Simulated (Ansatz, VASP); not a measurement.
# One calculation of Al2Au, two programs

```
Al Au
1.0
     0.00000    3.00233    3.00233
     3.00233    0.00000    3.00233
     3.00233    3.00233    0.00000
Al Au
2 1
Direct
  0.25000 0.25000 0.25000
  0.75000 0.75000 0.75000
  0.00000 0.00000 0.00000
```

Alike in both runs: task relaxation of cell and atoms; functional LDA; k mesh 12 × 12 × 12; occupations gaussian, width 0.1 eV; no spin polarisation.

|  | VASP | Ansatz |
| --- | --- | --- |
| version | VASP 6.6.1 | Ansatz 0.2.0 |
| potentials or method | VASP PAW LDA potentials, release 64 (Al, Au), cutoff 600 eV | scalar-relativistic, plane waves, PAW |
| valence electrons in the cell | 17 | 25 |

```csv
,VASP,Ansatz,Ansatz less VASP
"gap on the k mesh at the Fermi level, each at its own relaxed structure (eV)",none,none,-
relaxed volume (Å³/atom),17.64,17.60,-0.042
relaxed cell length with the largest relative difference (Å),4.215,4.211,-0.0033
```

Ansatz warns that its potentials were made for another functional, while VASP's fit it. LDA's correlation is that of Perdew and Zunger in VASP and of Perdew and Wang (1992) in Ansatz. A gap of «none» marks a metal or a gap that the smearing closes. VASP's potentials hold 17 valence electrons a cell and Ansatz's 25, so a difference there can come from the potentials and not from the codes.

Spin-orbit coupling is off throughout.
